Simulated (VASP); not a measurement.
# NaCl (I-4m2) in VASP: single point with HSE06

Aim: the single point of NaCl with HSE06.

All numbers are computed with VASP 6.6.1; they aren't measurements. Logs are shortened: lines on timing, memory, paths and dates and some standing lists are left out, and cuts for length are marked.

## (1) The cell of the first run

It takes space group I-4m2 (No. 119, tetragonal). The conventional cell has a = 4.257 Å, b = 4.257 Å, c = 6.437 Å, α = 90.00°, β = 90.00°, γ = 90.00°. Na (site symmetry -4m2) has 4 Cl at 2.67 Å within 3.5 Å. Within 3.5 Å of Cl (site symmetry -4m2) lie 4 Na at 2.67 Å.

## (2) Single point, HSE06 (epitaxial xy strain -2.5%)

The input, POSCAR:

```
NaCl
1.0
    0.0000000000      3.0100910318      3.2183092883
    3.0100910318      0.0000000000      3.2183092883
    3.0100910318      3.0100910318      0.0000000000
Na Cl
1 1
Direct
    0.0000000000      0.0000000000      0.0000000000
    0.2500000000      0.2500000000      0.2500000000
```

The input, INCAR.step1:

```
  PREC = Accurate
  ENCUT = 400
  EDIFF = 1E-5
  ISMEAR = 0
  SIGMA = 0.01
  LREAL = F
  LASPH = T
  NELM = 120
  ALGO = Normal
  ISIF = 2
  LWAVE = T
  GGA = PE
  NBANDS = 14
  GGA_COMPAT = F
```

The input, INCAR.step2:

```
  PREC = Accurate
  ENCUT = 400
  EDIFF = 1E-6
  ISMEAR = 0
  SIGMA = 0.01
  LREAL = F
  LASPH = T
  NELM = 120
  ALGO = Normal
  ISIF = 2
  LWAVE = F
  LCHARG = T
  GGA = PE
  LHFCALC = T
  HFSCREEN = 0.2079
  PRECFOCK = Normal
  LELF = T
  LVHAR = T
  ISTART = 1
  NBANDS = 14
  GGA_COMPAT = F
```

The input, KPOINTS:

```
Automatic mesh
0
Gamma
  6 6 6
```

Potentials or basis: VASP PAW PBE potentials, release 64 (Na_pv, Cl).

Run with:

```
> cat potpaw_PBE.64/Na_pv/POTCAR potpaw_PBE.64/Cl/POTCAR > POTCAR
> cp INCAR.step1 INCAR
> mpirun -np 1 vasp_std > vasp.out
> cp INCAR.step2 INCAR
> mpirun -np 1 vasp_std > vasp.out
```

OUTCAR:

```text
PREC = Accurate
   ENCUT = 400
   EDIFF = 1E-6
   ISMEAR = 0
   LREAL = F
   LASPH = T
   NELM = 120
   ISIF = 2
   GGA = PE
   LHFCALC = T
   HFSCREEN = 0.2079
   PRECFOCK = Normal
   ISTART = 1

 ion  position               nearest neighbor table
   1  0.000  0.000  0.000-   2 2.67   2 2.67   2 2.67   2 2.67
   2  0.250  0.250  0.250-   1 2.67   1 2.67   1 2.67   1 2.67

  LATTYP: Found a body centered tetragonal cell.
 ALAT       =     4.2569115611
 C/A-ratio  =     1.5120395348

  Lattice vectors:

 A1 = (  -3.0100910318,   0.0000000000,   3.2183092883)
 A2 = (   3.0100910318,   0.0000000000,   3.2183092883)
 A3 = (   0.0000000000,   3.0100910318,  -3.2183092883)

Analysis of symmetry for initial positions (statically):
=====================================================================
 Subroutine PRICEL returns:
 Original cell was already a primitive cell.

 Routine SETGRP: Setting up the symmetry group for a
 body centered tetragonal supercell.

 Subroutine GETGRP returns: Found  8 space group operations
 (whereof  8 operations were pure point group operations)
 out of a pool of 16 trial point group operations.

The static configuration has the point symmetry D_2d.

Analysis of symmetry for dynamics (positions and initial velocities):
=====================================================================
 Subroutine PRICEL returns:
 Original cell was already a primitive cell.

 Routine SETGRP: Setting up the symmetry group for a
 body centered tetragonal supercell.

 Subroutine GETGRP returns: Found  8 space group operations
 (whereof  8 operations were pure point group operations)
 out of a pool of 16 trial point group operations.

The dynamic configuration has the point symmetry D_2d.

 Subroutine INISYM returns: Found  8 space group operations
 (whereof  8 operations are pure point group operations),
 and found     1 'primitive' translations

----------------------------------------------------------------------------------------

                                     Primitive cell

  volume of cell :      58.3199

  direct lattice vectors                    reciprocal lattice vectors
     0.000000000  3.010091032  3.218309288    -0.166107933  0.166107933  0.155361078
     3.010091032  0.000000000  3.218309288     0.166107933 -0.166107933  0.155361078
     3.010091032  3.010091032  0.000000000     0.166107933  0.166107933 -0.155361078

  length of vectors
     4.406604440  4.406604440  4.256911561     0.281639407  0.281639407  0.281639407

  position of ions in fractional coordinates (direct lattice)
     0.000000000  0.000000000  0.000000000
     0.250000000  0.250000000  0.250000000

  ion indices of the primitive-cell ions
   primitive index   ion index
                 1           1
                 2           2

----------------------------------------------------------------------------------------

 KPOINTS: Automatic mesh

Automatic generation of k-mesh.
 Grid dimensions read from file:
 generate k-points for:    6    6    6

 Generating k-lattice:

  Cartesian coordinates                     Fractional coordinates (reciprocal lattice)
    -0.027684656  0.027684656  0.025893513     0.166666667  0.000000000  0.000000000
     0.027684656 -0.027684656  0.025893513     0.000000000  0.166666667  0.000000000
     0.027684656  0.027684656 -0.025893513     0.000000000  0.000000000  0.166666667

  Length of vectors
     0.046939901  0.046939901  0.046939901

  Shift w.r.t. Gamma in fractional coordinates (k-lattice)
     0.000000000  0.000000000  0.000000000

 Subroutine IBZKPT returns following result:
 ===========================================

 Found     30 irreducible k-points:

 Following reciprocal coordinates:
            Coordinates               Weight
  0.000000  0.000000  0.000000      1.000000
  0.166667  0.000000  0.000000      8.000000
  0.333333 -0.000000  0.000000      8.000000
  0.500000  0.000000  0.000000      4.000000
  0.166667  0.166667  0.000000      2.000000
  0.333333  0.166667  0.000000      8.000000
[... 16 lines left out ...]
  0.333333  0.000000  0.333333      4.000000
  0.500000  0.000000  0.333333     16.000000
 [... further k-points ...]
   k-points           NKPTS =     30   k-points in BZ     NKDIM =    216   number of bands    NBANDS=     14
   number of dos      NEDOS =    301   number of ions     NIONS =      2
   total plane-waves  NPLWV =  25200
   dimension x,y,z NGX =    30 NGY =   30 NGZ =   28
   dimension x,y,z NGXF=    60 NGYF=   60 NGZF=   56
   ions per type =               1   1
   NGX,Y,Z   is equivalent  to a cutoff of  11.32, 11.32, 10.93 a.u.
   NGXF,Y,Z  is equivalent  to a cutoff of  22.64, 22.64, 21.87 a.u.
 SYSTEM =  unknown system
   PREC   = accura    normal or accurate (medium, high low for compatibility)
   ISTART =      1    job   : 0-new  1-cont  2-samecut
   ICHARG =      0    charge: 1-file 2-atom 10-const
   ISPIN  =      1    spin polarized calculation?
   LNONCOLLINEAR =      F non collinear calculations
   LSORBIT =      F    spin-orbit coupling
   LASPH  =      T    aspherical Exc in radial PAW
   ENCUT  =  400.0 eV  29.40 Ry    5.42 a.u.   7.19  7.19  6.94*2*pi/ulx,y,z
   NELM   =    120;   NELMIN=  2; NELMDL=  0     # of ELM steps
   EDIFF  = 0.1E-05   stopping-criterion for ELM
   LREAL  =      F    real-space projection
   EDIFFG = 0.1E-04   stopping-criterion for IOM
   NSW    =      0    number of steps for IOM
   IBRION =     -1    ionic relax: 0-MD 1-quasi-New 2-CG
   NFREE  =      0    steps in history (QN), initial steepest desc. (CG)
   ISIF   =      2    stress and relaxation
   ISYM   =      3    0-nonsym 1-usesym 2-fastsym
   POTIM  = 0.5000    time-step for ionic-motion
   TEBEG  =    0.0;   TEEND  =   0.0 temperature during run
   PSTRESS=    0.0 pullay stress
   NELECT =      14.0000    total number of electrons
   NUPDOWN=      -1.0000    fix difference up-down
   EMIN   =  10.00;   EMAX   =-10.00  energy-range for DOS
   EFERMI =   0.00;   METHOD = LEGACY
   ISMEAR =     0;   SIGMA  =   0.01  broadening in eV -4-tet -1-fermi 0-gaus
   EFERMI_NEDOS =   21; number of points for ismear=-14 and -15
   IALGO  =     38    algorithm
   IMIX   =      1    mixing-type and parameters
     AMIX     =   0.40;   BMIX     =  1.00
     AMIX_MAG =   1.60;   BMIX_MAG =  1.00
  volume/ion in A,a.u.               =      29.16       196.78
  Fermi-wavevector in a.u.,A,eV,Ry     =   1.017447  1.922696 14.084732  1.035199
  Thomas-Fermi vector in A             =   2.150848
   LORBIT       =      0    0 simple, 1 ext, 2 COOP (PROOUT), +10 PAW based schemes
   GGA     = PE    functional components
   LHFCALC =     T    Hartree Fock is set to
   PRECFOCK=normal    Normal, Fast or Accurate (Low or Medium for compatibility)
   ENCUT4O =  -1.0   cutoff for four orbital integrals eV
   NKREDX  =     1    reduce k-point grid by
   NKREDY  =     1    reduce k-point grid by
   NKREDZ  =     1    reduce k-point grid by
   AEXX    =    0.2500 exact exchange contribution
   HFSCREEN=    0.2079 screening length (either q_TF or 0.3 A-1)
   HFSCREENC=   0.2079 screening length for correlation (either q_TF or 0.3 A-1)
   ENCUTFOCK=  -1.0 apply spherical cutoff to Coloumb kernel
   IVDW    =     0    specifies the selected vdW correction
   LEPSILON=     F    determine dielectric tensor
   LRPA    =     F    only Hartree local field effects (RPA)
 non-spin polarized calculation
 Gauss-broadening in eV      SIGMA  =   0.01
  energy-cutoff  :      400.00
  volume of cell :       58.32
 maximum number of plane-waves:      1076
 NGX is ok and might be reduce to    30
  NGX = 24; NGY = 24; NGZ = 24

 number of electron      13.9999999 magnetization

 Free energy of the ion-electron system (eV)
  ---------------------------------------------------
  ext. energy  EPLUGINS =         0.00000000
  ---------------------------------------------------
  free energy    TOTEN  =        -7.72281510 eV

  energy without entropy =       -7.72281510  energy(sigma->0) =       -7.72281510

 E-fermi :  -3.2420     XC(G=0):  -5.7855

 val. band max:       -3.3403843125   @ k =   0.0000   0.0000   0.0000
 cond. band min:       2.8813514838   @ k =   0.0000   0.0000   0.0000
 fundamental gap:      6.2217357963
 Fermi energy:        -3.2419858204

 k-point     1 :       0.0000    0.0000    0.0000
  band No.  band energies     occupation
      1     -25.9922      2.00000
      2     -25.9922      2.00000
      3     -25.9859      2.00000
      4     -16.6447      2.00000
      5      -3.4186      2.00000
      6      -3.3404      2.00000
      7      -3.3404      2.00000
      8       2.8814      0.00000
      9       9.3038      0.00000
     10       9.4707      0.00000
     11       9.4707      0.00000
     12      10.7140      0.00000
     13      11.7376      0.00000
     14      12.8758      0.00000

 k-point     2 :       0.1667    0.0000    0.0000
  band No.  band energies     occupation
      1     -25.9952      2.00000
      2     -25.9924      2.00000
      3     -25.9869      2.00000
      4     -16.6049      2.00000
      5      -3.6985      2.00000
      6      -3.4293      2.00000
      7      -3.3556      2.00000
      8       3.5051      0.00000
      9       8.7138      0.00000
     10       9.3613      0.00000
     11       9.6505      0.00000
     12      10.4726      0.00000
     13      11.0628      0.00000
     14      12.6206      0.00000
[... 343 lines left out ...]
      1     -26.0042      2.00000
      2     -25.9963      2.00000
      3     -25.9885      2.00000
      4     -16.4786      2.00000
      5      -4.1757      2.00000
      6      -3.6579      2.00000
      7      -3.6489      2.00000
      8       4.9480      0.00000
      9       7.4166      0.00000
     10       8.3955      0.00000
     11      10.2083      0.00000
     12      10.7551      0.00000
     13      12.3895      0.00000
     14      14.7220      0.00000

 k-point    24 :       0.5000    0.0000    0.3333
  band No.  band energies     occupation
      1     -26.0064      2.00000
      2     -25.9973      2.00000
      3     -25.9895      2.00000
      4     -16.4382      2.00000
      5      -4.2757      2.00000
      6      -3.8150      2.00000
      7      -3.6834      2.00000
      8       5.3132      0.00000
      9       7.1818      0.00000
     10       8.5293      0.00000
     11      10.2277      0.00000
     12      10.9503      0.00000
     13      13.3613      0.00000
     14      13.8839      0.00000

 [... further k-points ...]

------------------------ aborting loop because EDIFF is reached ----------------------------------------

  FORCE on cell =-STRESS in cart. coord.  units (eV):
  Direction    XX          YY          ZZ          XY          YZ          ZX
  --------------------------------------------------------------------------------------
  -------------------------------------------------------------------------------------
  Total        0.1688514      0.1688514      0.0941475      0.0000000     -0.0000000     -0.0000000
  in kB        4.6387217      4.6387217      2.5864394      0.0000000     -0.0000000     -0.0000000
  external PRESSURE =       3.9546276 kB  Pullay stress =       0.0000000 kB

 VOLUME and BASIS-vectors are now :
 -----------------------------------------------------------------------------
  energy-cutoff  :      400.00
  volume of cell :       58.32
      direct lattice vectors                 reciprocal lattice vectors
     0.000000000  3.010091032  3.218309288    -0.166107933  0.166107933  0.155361078
     3.010091032  0.000000000  3.218309288     0.166107933 -0.166107933  0.155361078
     3.010091032  3.010091032  0.000000000     0.166107933  0.166107933 -0.155361078

 POSITION                                       TOTAL-FORCE (eV/Angst)
 -----------------------------------------------------------------------------------
      0.00000      0.00000      0.00000        -0.000000     -0.000000     -0.000000
      1.50505      1.50505      1.60915         0.000000      0.000000      0.000000
 -----------------------------------------------------------------------------------
    total drift:                                0.000006      0.000005     -0.000009

  FREE ENERGIE OF THE ION-ELECTRON SYSTEM (eV)
  ---------------------------------------------------
  free  energy   TOTEN  =        -7.7228150963 eV

  energy  without entropy=       -7.7228150963  energy(sigma->0) =       -7.72281510
```

Run time: 43 min. Hardware: 1 thread of Intel Xeon Platinum 8259CL at 2.50GHz (Skylake/Cascade Lake), shared host; peak memory 0.28 GiB.

Results:

```yaml
Free_energy: -7.7228 eV
Pressure: 0.4 GPa
Band_gap_on_the_k_mesh: 6.22 eV
```

Stress tensor (GPa, compression positive):
```
0.46 0.00 0.00
0.00 0.46 0.00
0.00 0.00 0.26
```

Caveat: the cell differs from its parent crystal (epitaxial xy strain -2.5%); the structure was generated, so it needn't be the stable form of NaCl; the PAW data sets were made with another functional, which shifts forces and pressure a little.
